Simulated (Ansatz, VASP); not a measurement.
## H in VASP and in Ansatz

INCAR

```
PREC = Accurate
ENCUT = 500
EDIFF = 1E-6
ISMEAR = -1
SIGMA = 0.05
LREAL = F
LASPH = T
NELM = 120
ALGO = Normal
ISIF = 2
LWAVE = F
LCHARG = F
GGA = PE
NBANDS = 8
GGA_COMPAT = F
```

KPOINTS

```
regular mesh
0
Gamma
  14 14 14
```

The input POSCAR:

```
H
1.0
    0.0000000000      1.5059440058      1.5059440058
    1.5059440058      0.0000000000      1.5059440058
    1.5059440058      1.5059440058      0.0000000000
H
2
Direct
    0.0000000000      0.0000000000      0.0000000000
    0.2666008828      0.2666008828      0.2333991172
```

Input for Ansatz:

```yaml
crystal:
  lattice:
    - [0.0, 1.5059440058, 1.5059440058]
    - [1.5059440058, 0.0, 1.5059440058]
    - [1.5059440058, 1.5059440058, 0.0]
  atoms:
    - { symbol: H, position: [0.0, 0.0, 0.0] }
    - { symbol: H, position: [0.2666008828, 0.2666008828, 0.2333991172] }
kpoints:
  mp_grid: { grid: [14, 14, 14] }
scf:
  occupations: { method: fermi_dirac, width: 0.05 }
hamiltonian:
  xc: pbe
  pseudopotentials: { kind: all_electron, lapw: { basis_error: 0.00025 } }
output:
  forces: true
  stress: true
  eigenvalues: true
```

Alike in both runs: task single point; functional PBE; k mesh 14 × 14 × 14; occupations fermi-dirac, width 0.05 eV; no spin polarisation.

|  | VASP | Ansatz |
| --- | --- | --- |
| version | VASP 6.6.1 | Ansatz 0.2.0 |
| potentials or method | VASP PAW PBE potentials, release 64 (H), cutoff 500 eV | all-electron LAPW, scalar-relativistic |

```csv
,VASP,Ansatz,Ansatz less VASP
pressure (GPa),-0.5,0.1,+0.62
"traceless stress, the component that is largest in VASP (GPa)",7.32,7.29,-0.029
rms of the force components (eV/Å),0.125,0.124,-0.0007
```

Atom by atom the forces differ by 0.001 eV/Å (rms over components). Ansatz ran all-electron here, and VASP with PAW potentials.
